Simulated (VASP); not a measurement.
Sn2TeSe, 4 atoms in the cell. The structure is trigonal, space group R-3m (No. 166). The conventional cell has a = 4.382 Å, b = 4.382 Å, c = 21.373 Å, α = 90.00°, β = 90.00°, γ = 120.00°. Se (site symmetry -3m) has 6 Sn at 3.03 Å within 4.0 Å. Within 4.2 Å of Te (site symmetry -3m) lie 6 Sn at 3.16 Å. Sn (site symmetry 3m) has 3 Se at 3.03 Å and 3 Te at 3.16 Å within 4.0 Å. 

| Quantity | Value |
| --- | --- |
| Program | VASP 6.6.1 |
| Task | single point |
| Functional | PBE |
| Potentials or basis | VASP PAW PBE potentials, release 64 (Se, Te, Sn_d) |
| Cutoff | 520 eV |
| k mesh | 8 × 8 × 8 |
| Occupations | fermi-dirac, width 0.02 eV |
| Spin | no spin polarisation |
| Dipole correction | no |
| Further INCAR settings | ALGO = Normal; EDIFF = 1e-07; NBANDS = 28 |

Potentials or basis: VASP PAW PBE potentials, release 64 (Se, Te, Sn_d).

The run is started by

```sh
$ cat potpaw_PBE.64/Se/POTCAR potpaw_PBE.64/Te/POTCAR potpaw_PBE.64/Sn_d/POTCAR > POTCAR
$ mpirun -np 1 vasp_std > vasp.out
```

Hardware: 1 thread of AMD EPYC 7R13 Processor (Zen 3) (shared host).

How long does it take, and how much memory?

It took 15 min on 1 thread of AMD EPYC 7R13 Processor (Zen 3), on a shared host, peak memory 0.51 GiB. Counts: scf iterations 14, k points 65.
